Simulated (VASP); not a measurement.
# GaN (gallium nitride) (P6_3mc) in VASP: single point with PBE

Aim: the single point of GaN (gallium nitride) with PBE.

All numbers are computed with VASP 6.6.1; they aren't measurements. Logs are shortened: lines on timing, memory, paths and dates and some standing lists are left out, and cuts for length are marked.

### Step 1. The cell of the first run

It takes space group P6_3mc (No. 186, hexagonal). The conventional cell has a = 3.218 Å, b = 3.218 Å, c = 5.243 Å, α = 90.00°, β = 90.00°, γ = 120.00°. Within 2.6 Å of Ga (site symmetry 3m) lie 4 N at 1.97 to 1.98 Å. Within 2.6 Å of N (site symmetry 3m) lie 4 Ga at 1.97 to 1.98 Å.

### Step 2. Single point, PBE

INCAR

```
SYSTEM = GaN
ALGO     = Normal         ! electronic algorithm
EDIFF    = 1E-6           ! SCF threshold, eV
ENCUT    = 520            ! plane-wave cutoff, eV
GGA      = PE             ! functional
ISIF     = 2              ! what is computed and relaxed
ISMEAR   = 0              ! smearing method
LASPH    = .TRUE.         ! aspherical terms in the spheres
LCHARG   = .TRUE.         ! write CHGCAR
LELF     = .TRUE.         ! ELF
LREAL    = .FALSE.        ! projectors in reciprocal space
LVHAR    = .TRUE.       
LWAVE    = .FALSE.        ! write WAVECAR
NBANDS   = 26             ! bands
NELM     = 80             ! most SCF steps
PREC     = Accurate       ! precision mode
SIGMA    = 0.01           ! smearing width, eV
```

KPOINTS

```
k-points
0
G
  8 8 5
  0 0 0
```

POSCAR

```
GaN
1.0
    3.2181379208      0.0000000000      0.0000000000
   -1.6090689604      2.7869891923      0.0000000000
    0.0000000000      0.0000000000      5.2432450201
Ga N
2 2
Direct
    0.3333333333      0.6666666667      0.0000452632
    0.6666666667      0.3333333333      0.5000452632
    0.3333333333      0.6666666667      0.3767547368
    0.6666666667      0.3333333333      0.8767547368
```

Potentials or basis: VASP PAW PBE potentials, release 64 (Ga_d, N).

The run is started by

```
> cat potpaw_PBE.64/Ga_d/POTCAR potpaw_PBE.64/N/POTCAR > POTCAR
> mpirun -np 1 vasp_std > vasp.out
```

OUTCAR:

```text
SYSTEM = GaN
   EDIFF = 1E-6
   ENCUT = 520
   GGA = PE
   ISIF = 2
   ISMEAR = 0
   LASPH = .TRUE.
   LREAL = .FALSE.
   NELM = 80
   PREC = Accurate

 ion  position               nearest neighbor table
   1  0.333  0.667  0.000-   4 1.97   4 1.97   4 1.97   3 1.98
   2  0.667  0.333  0.500-   3 1.97   3 1.97   3 1.97   4 1.98
   3  0.333  0.667  0.377-   2 1.97   2 1.97   2 1.97   1 1.98
   4  0.667  0.333  0.877-   1 1.97   1 1.97   1 1.97   2 1.98

  LATTYP: Found a hexagonal cell.
 ALAT       =     3.2181379208
 C/A-ratio  =     1.6292791512

  Lattice vectors:

 A1 = (   3.2181379208,   0.0000000000,   0.0000000000)
 A2 = (  -1.6090689604,   2.7869891923,   0.0000000000)
 A3 = (   0.0000000000,   0.0000000000,   5.2432450201)

Analysis of symmetry for initial positions (statically):
=====================================================================
 Subroutine PRICEL returns:
 Original cell was already a primitive cell.

 Routine SETGRP: Setting up the symmetry group for a
 hexagonal supercell.

 Subroutine GETGRP returns: Found 12 space group operations
 (whereof  6 operations were pure point group operations)
 out of a pool of 24 trial point group operations.

The static configuration has the point symmetry C_3v.
 The point group associated with its full space group is C_6v.

Analysis of symmetry for dynamics (positions and initial velocities):
=====================================================================
 Subroutine PRICEL returns:
 Original cell was already a primitive cell.

 Routine SETGRP: Setting up the symmetry group for a
 hexagonal supercell.

 Subroutine GETGRP returns: Found 12 space group operations
 (whereof  6 operations were pure point group operations)
 out of a pool of 24 trial point group operations.

The dynamic configuration has the point symmetry C_3v.
 The point group associated with its full space group is C_6v.

 Subroutine INISYM returns: Found 12 space group operations
 (whereof  6 operations are pure point group operations),
 and found     1 'primitive' translations

----------------------------------------------------------------------------------------

                                     Primitive cell

  volume of cell :      47.0262

  direct lattice vectors                    reciprocal lattice vectors
     3.218137921  0.000000000  0.000000000     0.310738702  0.179405073  0.000000000
    -1.609068960  2.786989192  0.000000000     0.000000000  0.358810146  0.000000000
     0.000000000  0.000000000  5.243245020     0.000000000  0.000000000  0.190721585

  length of vectors
     3.218137921  3.218137921  5.243245020     0.358810146  0.358810146  0.190721585

  position of ions in fractional coordinates (direct lattice)
     0.333333333  0.666666667  0.000045263
     0.666666667  0.333333333  0.500045263
     0.333333333  0.666666667  0.376754737
     0.666666667  0.333333333  0.876754737

  ion indices of the primitive-cell ions
   primitive index   ion index
                 1           1
                 2           2
                 3           3
                 4           4

----------------------------------------------------------------------------------------

 KPOINTS: k-points

Automatic generation of k-mesh.
 Grid dimensions read from file:
 generate k-points for:    8    8    5

 Generating k-lattice:

  Cartesian coordinates                     Fractional coordinates (reciprocal lattice)
     0.038842338  0.022425634  0.000000000     0.125000000  0.000000000  0.000000000
     0.000000000  0.044851268  0.000000000     0.000000000  0.125000000  0.000000000
     0.000000000  0.000000000  0.038144317     0.000000000  0.000000000  0.200000000

  Length of vectors
     0.044851268  0.044851268  0.038144317

  Shift w.r.t. Gamma in fractional coordinates (k-lattice)
     0.000000000  0.000000000  0.000000000

 Subroutine IBZKPT returns following result:
 ===========================================

 Found     30 irreducible k-points:

 Following reciprocal coordinates:
            Coordinates               Weight
  0.000000  0.000000  0.000000      1.000000
  0.125000  0.000000  0.000000      6.000000
  0.250000  0.000000  0.000000      6.000000
  0.375000  0.000000  0.000000      6.000000
  0.500000  0.000000  0.000000      3.000000
  0.125000  0.125000  0.000000      6.000000
[... 16 lines left out ...]
  0.250000  0.000000  0.400000     12.000000
  0.375000  0.000000  0.400000     12.000000
 [... further k-points ...]
   k-points           NKPTS =     30   k-points in BZ     NKDIM =     30   number of bands    NBANDS=     26
   number of dos      NEDOS =    301   number of ions     NIONS =      4
   total plane-waves  NPLWV =  23040
   dimension x,y,z NGX =    24 NGY =   24 NGZ =   40
   dimension x,y,z NGXF=    48 NGYF=   48 NGZF=   80
   ions per type =               2   2
   NGX,Y,Z   is equivalent  to a cutoff of  12.40, 12.40, 12.68 a.u.
   NGXF,Y,Z  is equivalent  to a cutoff of  24.80, 24.80, 25.37 a.u.
 SYSTEM =  GaN
   PREC   = accura    normal or accurate (medium, high low for compatibility)
   ISTART =      0    job   : 0-new  1-cont  2-samecut
   ICHARG =      2    charge: 1-file 2-atom 10-const
   ISPIN  =      1    spin polarized calculation?
   LNONCOLLINEAR =      F non collinear calculations
   LSORBIT =      F    spin-orbit coupling
   LASPH  =      T    aspherical Exc in radial PAW
   ENCUT  =  520.0 eV  38.22 Ry    6.18 a.u.   5.98  5.98  9.75*2*pi/ulx,y,z
   NELM   =     80;   NELMIN=  2; NELMDL= -5     # of ELM steps
   EDIFF  = 0.1E-05   stopping-criterion for ELM
   LREAL  =      F    real-space projection
   EDIFFG = 0.1E-04   stopping-criterion for IOM
   NSW    =      0    number of steps for IOM
   IBRION =     -1    ionic relax: 0-MD 1-quasi-New 2-CG
   NFREE  =      0    steps in history (QN), initial steepest desc. (CG)
   ISIF   =      2    stress and relaxation
   ISYM   =      2    0-nonsym 1-usesym 2-fastsym
   POTIM  = 0.5000    time-step for ionic-motion
   TEBEG  =    0.0;   TEEND  =   0.0 temperature during run
   PSTRESS=    0.0 pullay stress
   NELECT =      36.0000    total number of electrons
   NUPDOWN=      -1.0000    fix difference up-down
   EMIN   =  10.00;   EMAX   =-10.00  energy-range for DOS
   EFERMI =   0.00;   METHOD = LEGACY
   ISMEAR =     0;   SIGMA  =   0.01  broadening in eV -4-tet -1-fermi 0-gaus
   EFERMI_NEDOS =   21; number of points for ismear=-14 and -15
   IALGO  =     38    algorithm
   IMIX   =      4    mixing-type and parameters
     AMIX     =   0.40;   BMIX     =  1.00
     AMIX_MAG =   1.60;   BMIX_MAG =  1.00
  volume/ion in A,a.u.               =      11.76        79.34
  Fermi-wavevector in a.u.,A,eV,Ry     =   1.497599  2.830052 30.515197  2.242804
  Thomas-Fermi vector in A             =   2.609466
   LORBIT       =      0    0 simple, 1 ext, 2 COOP (PROOUT), +10 PAW based schemes
   GGA     = PE    functional components
   LHFCALC =     F    Hartree Fock is set to
   AEXX    =    0.0000 exact exchange contribution
   IVDW    =     0    specifies the selected vdW correction
   LEPSILON=     F    determine dielectric tensor
   LRPA    =     F    only Hartree local field effects (RPA)
 non-spin polarized calculation
 Gauss-broadening in eV      SIGMA  =   0.01
  energy-cutoff  :      520.00
  volume of cell :       47.03
 maximum number of plane-waves:      1279
 NGX is ok and might be reduce to    24
   NGX = 11   NGY = 11   NGZ = 19

 number of electron      35.9999955 magnetization

 Free energy of the ion-electron system (eV)
  ---------------------------------------------------
  ext. energy  EPLUGINS =         0.00000000
  ---------------------------------------------------
  free energy    TOTEN  =       -24.32731838 eV

  energy without entropy =      -24.32731838  energy(sigma->0) =      -24.32731838

 E-fermi :   5.0900     XC(G=0): -11.5156

 val. band max:        5.0104548320   @ k =   0.0000   0.0000   0.0000
 cond. band min:       6.7268826472   @ k =   0.0000   0.0000   0.0000
 fundamental gap:      1.7164278152
 Fermi energy:         5.0900224531

 k-point     1 :       0.0000    0.0000    0.0000
  band No.  band energies     occupation
      1     -10.7261      2.00000
      2      -9.9025      2.00000
      3      -8.4103      2.00000
      4      -8.3959      2.00000
      5      -8.3959      2.00000
      6      -8.3401      2.00000
[... 18 lines left out ...]
     25      16.4997      0.00000
     26      16.4997      0.00000

 k-point     2 :       0.1250    0.0000    0.0000
  band No.  band energies     occupation
      1     -10.5857      2.00000
      2      -9.8692      2.00000
      3      -8.3946      2.00000
      4      -8.3763      2.00000
      5      -8.3451      2.00000
      6      -8.3209      2.00000
[... 18 lines left out ...]
     25      16.0513      0.00000
     26      16.8103      0.00000

 k-point     3 :       0.2500    0.0000    0.0000
  band No.  band energies     occupation
      1     -10.2627      2.00000
      2      -9.8066      2.00000
      3      -8.3590      2.00000
      4      -8.3417      2.00000
      5      -8.2802      2.00000
      6      -8.2467      2.00000
[... 18 lines left out ...]
     25      16.2744      0.00000
     26      17.4843      0.00000

 k-point     4 :       0.3750    0.0000    0.0000
  band No.  band energies     occupation
      1      -9.9955      2.00000
      2      -9.7673      2.00000
      3      -8.3457      2.00000
      4      -8.3286      2.00000
      5      -8.2472      2.00000
      6      -8.1965      2.00000
[... 18 lines left out ...]
     25      16.7449      0.00000
     26      17.9675      0.00000
[... 496 lines left out ...]
      1     -10.2474      2.00000
      2     -10.0179      2.00000
      3      -8.3712      2.00000
      4      -8.3613      2.00000
      5      -8.3525      2.00000
      6      -8.3414      2.00000
[... 18 lines left out ...]
     25      15.4196      0.00000
     26      15.9135      0.00000

 k-point    23 :       0.2500    0.0000    0.4000
  band No.  band energies     occupation
      1     -10.0262      2.00000
      2      -9.8850      2.00000
      3      -8.3474      2.00000
      4      -8.3224      2.00000
      5      -8.3106      2.00000
      6      -8.2810      2.00000
[... 18 lines left out ...]
     25      16.1274      0.00000
     26      16.7078      0.00000

 k-point    24 :       0.3750    0.0000    0.4000
  band No.  band energies     occupation
      1      -9.8633      2.00000
      2      -9.7938      2.00000
      3      -8.3527      2.00000
      4      -8.3213      2.00000
      5      -8.2753      2.00000
      6      -8.2292      2.00000
[... 18 lines left out ...]
     25      16.4473      0.00000
     26      17.3429      0.00000

 [... further k-points ...]

------------------------ aborting loop because EDIFF is reached ----------------------------------------

  FORCE on cell =-STRESS in cart. coord.  units (eV):
  Direction    XX          YY          ZZ          XY          YZ          ZX
  --------------------------------------------------------------------------------------
  -------------------------------------------------------------------------------------
  Total        0.0393890      0.0393890      0.0407854      0.0000000     -0.0000000     -0.0000000
  in kB        1.3419772      1.3419772      1.3895538      0.0000000     -0.0000000     -0.0000000
  external PRESSURE =       1.3578361 kB  Pullay stress =       0.0000000 kB

 VOLUME and BASIS-vectors are now :
 -----------------------------------------------------------------------------
  energy-cutoff  :      520.00
  volume of cell :       47.03
      direct lattice vectors                 reciprocal lattice vectors
     3.218137921  0.000000000  0.000000000     0.310738702  0.179405073  0.000000000
    -1.609068960  2.786989192  0.000000000     0.000000000  0.358810146  0.000000000
     0.000000000  0.000000000  5.243245020     0.000000000  0.000000000  0.190721585

 POSITION                                       TOTAL-FORCE (eV/Angst)
 -----------------------------------------------------------------------------------
     -0.00000      1.85799      0.00024        -0.000000      0.000000     -0.000452
      1.60907      0.92900      2.62186         0.000000      0.000000     -0.000452
     -0.00000      1.85799      1.97542         0.000000      0.000000      0.000452
      1.60907      0.92900      4.59704        -0.000000      0.000000      0.000452
 -----------------------------------------------------------------------------------
    total drift:                               -0.000001     -0.000001     -0.000473

  FREE ENERGIE OF THE ION-ELECTRON SYSTEM (eV)
  ---------------------------------------------------
  free  energy   TOTEN  =       -24.3273183810 eV

  energy  without entropy=      -24.3273183810  energy(sigma->0) =      -24.32731838
```

Wall time 46 s (1 thread of Intel Xeon 8259CL, shared host); peak memory 0.17 GiB.

What came out:

* Free energy: -24.3273 eV
* Pressure: 0.1 GPa
* Band gap on the k mesh: 1.72 eV, direct

Levels at points of the mesh, in eV from the valence-band top:
```tsv
k point	band 16	band 17	band 18	band 19	band 20	band 21
(0.00, 0.00, 0.00)	-0.04	0.00	0.00	1.72	4.07	9.02
(0.50, 0.00, 0.00)	-2.64	-2.12	-0.96	4.98	5.37	5.98
```

PBE gaps usually lie below the measured ones, often by a third to a half.
